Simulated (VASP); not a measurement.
CuSi16 (a cell with a defect), 17 atoms in the cell. The cell holds a defect, 17 atoms: a = 7.679 Å, b = 7.679 Å, c = 7.679 Å, α = 60.00°, β = 60.00°, γ = 60.00°. 

```yaml
Program: VASP 6.6.1
Task: single point
Functional: PBE
Potentials_or_basis: VASP PAW PBE potentials, release 64 (Si, Cu)
Cutoff: 520 eV
k_mesh: 2 × 2 × 2
Occupations: gaussian, width 0.02 eV
Spin: no spin polarisation
Dipole_correction: no
Charge: 1
Further_INCAR_settings: LREAL = Auto; ALGO = Normal; EDIFF = 1e-07; NBANDS = 52; NELECT = 74.0
```

Potentials or basis: VASP PAW PBE potentials, release 64 (Si, Cu).

The run is started by

```sh
$ cat potpaw_PBE.64/Si/POTCAR potpaw_PBE.64/Cu/POTCAR > POTCAR
$ mpirun -np 1 vasp_std > vasp.out
```

Hardware: 1 thread of Intel(R) Xeon(R) 6975P-C (Granite Rapids), with other jobs on the host.

**Question.** Estimate the wall time of this run.

**Answer.** Run time: 3.9 min on 1 thread of Intel(R) Xeon(R) 6975P-C (Granite Rapids), with other jobs on the host, peak memory 0.48 GiB. Counts: scf iterations 23, k points 8.
